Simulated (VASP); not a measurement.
Write the native input for VASP 6.6.1 that does the following.

| Item | Value |
| --- | --- |
| Task | single point |
| Functional | LDA |
| Potentials or basis | VASP PAW LDA potentials, release 64 (Co) |
| Cutoff | 520 eV |
| k mesh | 15 × 15 × 8 |
| Occupations | fermi-dirac, width 0.05 eV |
| Spin | collinear spin, ferromagnetic start |
| Starting moments | [1.558, 1.558] μB |
| Dipole correction | no |
| Further INCAR settings | ALGO = Normal; EDIFF = 1e-06; NBANDS = 20 |

The structure of Co lies in POSCAR:

```
Co
1.0
    2.4273810165      0.0000000000      0.0000000000
   -1.2136905082      2.1021736250      0.0000000000
    0.0000000000      0.0000000000      3.9230481332
Co
2
Direct
    0.3333333333      0.6666666667      0.2500000000
    0.6666666667      0.3333333333      0.7500000000
```

These files were run (other wordings do the same):

INCAR

```
PREC = Accurate
ENCUT = 520
EDIFF = 1E-6
ISMEAR = -1
SIGMA = 0.05
LREAL = F
LASPH = T
NELM = 150
ALGO = Normal
ISIF = 2
LWAVE = F
LCHARG = T
ISPIN = 2
MAGMOM = 1.558 1.558
LORBIT = 11
LMAXMIX = 4
GGA = CA
LELF = T
LVHAR = T
NBANDS = 20
```

KPOINTS

```
Automatic mesh
0
Gamma
  15 15 8
```

Potentials or basis: VASP PAW LDA potentials, release 64 (Co).

The run is started by

```sh
$ cat potpaw_LDA.64/Co/POTCAR > POTCAR
$ mpirun -np 1 vasp_std > vasp.out
```

It gave:

The pressure is -1.1 GPa. The net moment is 2.98 μB per cell and the site moments are Co +1.48 μB. The valence electrons inside the program's atomic spheres are Co 8.45.

It took 39 s on 1 thread of Intel(R) Xeon(R) 6975P-C (Granite Rapids), on a shared host, peak memory 0.18 GiB.
